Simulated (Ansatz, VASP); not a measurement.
**One calculation of Rb2Lu, two programs**

```xyz
3
Lattice="7.1527 0.0000 0.0000 -3.5764 6.1945 0.0000 0.0000 0.0000 3.7641" Properties=species:S:1:pos:R:3 pbc="T T T"
Rb    3.5764    2.0648    1.8820
Rb    0.0000    4.1296    1.8820
Lu    0.0000    0.0000    0.0000
```

Change from the starting cell: species swapped into the ErGa2 type (P6/mmm, No. 191).

Alike in both runs: functional PBE; k mesh 12 × 12 × 12; occupations gaussian, width 0.1 eV; no spin polarisation.

Ansatz relaxed the structure, and its values are those at the end. VASP's run is a single point on that final structure, the one shown.

```csv
,VASP,Ansatz
version,VASP 6.6.1,Ansatz 0.2.0
potentials or method,"VASP PAW PBE potentials, release 64 (Rb_sv, Lu), cutoff 520 eV","scalar-relativistic, plane waves, PAW"
valence electrons in the cell,43,43
```

VASP gave:

- gap on the k mesh at the Fermi level (eV): none
- pressure (GPa): -0.4

Problem. Estimate Ansatz's values.

Solution. gap on the k mesh at the Fermi level (eV): none; pressure (GPa): 0.0.

A gap of «none» marks a metal or a gap that the smearing closes.

Neither program's run includes spin-orbit coupling.
